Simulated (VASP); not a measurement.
A run of VASP 6.6.1 is set up as follows.

INCAR

```
ALGO     = Normal         # electronic algorithm
EDIFF    = 1E-6           # SCF threshold, eV
ENCUT    = 520            # plane-wave cutoff, eV
GGA      = PS             # functional
ISIF     = 2              # what is computed and relaxed
ISMEAR   = 1              # smearing method
LASPH    = True           # aspherical terms in the spheres
LCHARG   = True           # write CHGCAR
LELF     = True           # ELF
LREAL    = False          # projectors in reciprocal space
LVHAR    = True         
LWAVE    = False          # write WAVECAR
NBANDS   = 13             # bands
NELM     = 80             # most SCF steps
PREC     = Accurate       # precision mode
SIGMA    = 0.1            # smearing width, eV
```

KPOINTS

```
k-points
0
Gamma
  18 18 18
```

Contents of POSCAR:

```
Mo
1.0
   -1.5675000000      1.5675000000      1.5675000000
    1.5675000000     -1.5675000000      1.5675000000
    1.5675000000      1.5675000000     -1.5675000000
Mo
1
Direct
    0.0000000000      0.0000000000      0.0000000000
```

Potentials or basis: VASP PAW PBE potentials, release 64 (Mo_sv).

Run with:

```sh
$ cat potpaw_PBE.64/Mo_sv/POTCAR > POTCAR
$ mpirun -np 1 vasp_std > vasp.out
```

(1) Predict the band gap on the k mesh.

(2) Estimate the pressure.

Results:

(1) zero (band 7 reaches 16.80 eV, above the bottom of band 8 at 11.31 eV).

(2) -1.0 GPa.

Caveat: the PAW data sets were made with another functional, which shifts forces and pressure a little.
